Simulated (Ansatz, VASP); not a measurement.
AlN: VASP beside Ansatz

File INCAR:

```
ALGO = Normal
EDIFF = 1E-7
EDIFFG = -0.01
ENCUT = 520
GGA = PE
IBRION = 2
ISIF = 2
ISMEAR = 0
LASPH = True
LCHARG = False
LREAL = False
LWAVE = False
NELM = 60
NSW = 50
PREC = Accurate
SIGMA = 0.05
```

Contents of KPOINTS:

```
k-points
0
Gamma
  9 9 6
```

Contents of POSCAR:

```
AlN
1.0
    3.1298889828      0.0000000000      0.0000000000
   -1.5649444914      2.7105633702      0.0000000000
    0.0000000000      0.0000000000      5.2176000000
Al N
2 2
Direct
    0.3333333333      0.6666666667      0.0017290859
    0.6666666667      0.3333333333      0.5017290859
    0.3333333333      0.6666666667      0.3832709141
    0.6666666667      0.3333333333      0.8832709141
```

Input for Ansatz:

```yaml
crystal:
  lattice:
    - [3.1298889828, 0.0, 0.0]
    - [-1.5649444914, 2.7105633702, 0.0]
    - [0.0, 0.0, 5.2176]
  atoms:
    - { symbol: Al, position: [0.3333333333, 0.6666666667, 0.0017290859] }
    - { symbol: Al, position: [0.6666666667, 0.3333333333, 0.5017290859] }
    - { symbol: "N", position: [0.3333333333, 0.6666666667, 0.3832709141] }
    - { symbol: "N", position: [0.6666666667, 0.3333333333, 0.8832709141] }
basis:
  ecutwfc: 520.0
kpoints:
  mp_grid: { grid: [9, 9, 6] }
hamiltonian:
  xc: pbe
  pseudopotentials: { kind: paw, azcp: { folder: soft_1 } }
scf:
  occupations: { method: gaussian, width: 0.05 }
output:
  forces: true
  stress: true
  eigenvalues: true
relax:
  adjacent_minimum: "off"
  f_tol: 0.01
  max_steps: 30
```

Alike in both runs: task relaxation of the atoms; functional PBE; k mesh 9 × 9 × 6; occupations gaussian, width 0.05 eV; no spin polarisation.

|  | VASP | Ansatz |
| --- | --- | --- |
| version | VASP 6.6.1 | Ansatz 0.2.0 |
| potentials or method | VASP PAW PBE potentials, release 64 (Al, N), cutoff 520 eV | scalar-relativistic, plane waves, PAW |
| valence electrons in the cell | 16 | 16 |

```csv
,VASP,Ansatz,Ansatz less VASP
"gap on the k mesh at the Fermi level, each at its own relaxed structure (eV)",3.74,3.74,-0.005
```

Ansatz's warnings: stress scf threshold loose.
